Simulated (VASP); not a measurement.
Mg3Ge2:

```
CELL_PARAMETERS angstrom
2.10093 3.63892 0.00000
-2.10093 3.63892 0.00000
0.00000 0.00000 6.64231
ATOMIC_POSITIONS crystal
Mg 0.00000 0.00000 0.00000
Mg 0.33330 0.33340 0.63000
Mg 0.66670 0.66660 0.37000
Ge 0.33330 0.33340 0.23500
Ge 0.66670 0.66660 0.76500
```

Base run:

| Item | Value |
| --- | --- |
| Program | VASP 6.6.1 |
| Functional | PBE |
| Dispersion | D4 |
| Potentials or basis | VASP PAW PBE potentials, release 64 (Mg, Ge_d) |
| Cutoff | 520 eV |
| k mesh | 5 × 5 × 3 |
| Occupations | gaussian, width 0.2846 eV |
| Spin | no spin polarisation |

Its results: band gap on the k mesh zero (band 17 reaches 4.70 eV, above the bottom of band 18 at 2.65 eV); pressure 4.6 GPa; largest force 1.031 eV/Å.

Problem. The run is repeated on the same cell with these changes: dispersion from D4 to none. What comes out?

Solution. Band gap on the k mesh zero (band 17 reaches 4.70 eV, above the bottom of band 18 at 2.65 eV); pressure 6.5 GPa; largest force 1.038 eV/Å.

Dispersion adds attraction, which lowers the pressure at fixed volume and, as a term added to the energy, leaves the levels alone.

Caveats: forces of over 1 eV/Å act on the atoms, so gaps and moduli don't describe the material at rest; pairwise dispersion overbinds metals, which lowers pressure and volume (some runs).
